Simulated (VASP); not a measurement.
Set up this calculation in VASP 6.6.1, as the native input.

| Item | Value |
| --- | --- |
| Task | relaxation of the atoms |
| Functional | PBE |
| Potentials or basis | VASP PAW PBE potentials, release 64 (Be, C) |
| Cutoff | 520 eV |
| k mesh | 4 × 4 × 3 |
| Occupations | gaussian, width 0.1 eV |
| Spin | no spin polarisation |
| Dipole correction | no |
| Further INCAR settings | LREAL = Auto; ALGO = Normal; EDIFF = 1e-06; IBRION = 2; EDIFFG = -0.03; NSW = 80 |

The structure of Be16C (a cell with a defect) lies in POSCAR:

```
Be16C
1.0
   -2.2900000000     -3.9663960000      0.0000000000
    3.4350000000     -1.9831980000      0.0000000000
    0.0000000000      0.0000000000      7.1768600000
Be C
16 1
Direct
    0.7500000000      0.5000000000      0.0000000000
    0.5000000000      0.3333333000      0.2500000000
    0.7500000000      0.5000000000      0.5000000000
    0.5000000000      0.3333333000      0.7500000000
    0.5000000000      0.0000000000      0.0000000000
    0.2500000000      0.8333333000      0.2500000000
    0.5000000000      0.0000000000      0.5000000000
    0.2500000000      0.8333333000      0.7500000000
    0.2500000000      0.5000000000      0.0000000000
    0.0000000000      0.3333333000      0.2500000000
    0.2500000000      0.5000000000      0.5000000000
    0.0000000000      0.3333333000      0.7500000000
    0.0000000000      0.0000000000      0.0000000000
    0.7500000000      0.8333333000      0.2500000000
    0.0000000000      0.0000000000      0.5000000000
    0.7500000000      0.8333333000      0.7500000000
    0.7448792000      0.1779440000      0.6212025000
```

One way to write it, as run:

INCAR

```
SYSTEM = Be16C
ALGO = Normal
EDIFF = 1E-6
EDIFFG = -0.03
ENCUT = 520
GGA = PE
IBRION = 2
ISIF = 2
ISMEAR = 0
LASPH = .TRUE.
LCHARG = .FALSE.
LREAL = Auto
LWAVE = .FALSE.
NELM = 60
NSW = 80
PREC = Accurate
SIGMA = 0.1
```

KPOINTS

```
k-points
0
G
  4 4 3
  0 0 0
```

Potentials or basis: VASP PAW PBE potentials, release 64 (Be, C).

Command:

```console
$ cat potpaw_PBE.64/Be/POTCAR potpaw_PBE.64/C/POTCAR > POTCAR
$ mpirun -np 1 vasp_std > vasp.out
```

It gave:

The energy gained by relaxing is 47.1 meV/atom, the ionic steps are 16 and the pressure after relaxing is 9.5 GPa. The largest force after relaxing is 0.023 eV/Å. The band gap on the k mesh is zero (bands 18 and 19 overlap by 1.39 eV).

Caveat: the k points lie up to 0.40 Å⁻¹ apart, too coarse for converged energies and pressures of a metal.

Wall time 40 min on 1 thread of Intel Xeon 8259CL, on a shared host, peak memory 0.27 GiB.
